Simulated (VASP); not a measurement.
Set up this calculation in VASP 6.6.1, as the native input.

* Task: single point
* Functional: PBE
* Potentials or basis: VASP PAW PBE potentials, release 64 (Zr_sv, B)
* Cutoff: 520 eV
* k mesh: 6 × 6 × 6
* Occupations: gaussian, width 0.1 eV
* Spin: no spin polarisation
* Dipole correction: no
* Further INCAR settings: ALGO = Normal; EDIFF = 1e-07; NBANDS = 27

The structure of ZrB2 lies in POSCAR:

```
ZrB2
1.0
    1.9892750268      1.1485084745      5.3623905140
   -1.9892750268      1.1485084745      5.3623905140
    0.0000000000     -2.2970169422      5.3623905155
Zr B
2 4
Direct
    0.2452158269      0.2452158269      0.2452158269
    0.7547841731      0.7547841731      0.7547841731
    0.5000000000      0.5000000000      0.5000000000
    0.0000000000      0.0000000000      0.0000000000
    0.1006334765      0.1006334765      0.1006334765
    0.8993665235      0.8993665235      0.8993665235
```

These files were run (other wordings do the same):

INCAR

```
SYSTEM = ZrB2
ALGO = Normal ; EDIFF = 1E-7
ENCUT = 520 ; GGA = PE
ISIF = 2 ; ISMEAR = 0
LASPH = .True. ; LCHARG = .False.
LREAL = .False. ; LWAVE = .False.
NBANDS = 27 ; NELM = 100
PREC = Accurate ; SIGMA = 0.1
```

KPOINTS

```
k-points
0
Gamma
  6 6 6
  0 0 0
```

Potentials or basis: VASP PAW PBE potentials, release 64 (Zr_sv, B).

Command:

```bash
$ cat potpaw_PBE.64/Zr_sv/POTCAR potpaw_PBE.64/B/POTCAR > POTCAR
$ mpirun -np 1 vasp_std > vasp.out
```

Results of the run:

```
Pressure               : 0.1 GPa
Largest force          : 0.013 eV/Å
Band gap on the k mesh : zero (band 18 reaches 8.96 eV, above the bottom of band 19 at 8.01 eV)
```

It took 2.1 min on 1 thread of Intel(R) Xeon(R) Platinum 8259CL CPU @ 2.50GHz (Skylake/Cascade Lake) (shared host), peak memory 0.33 GiB.
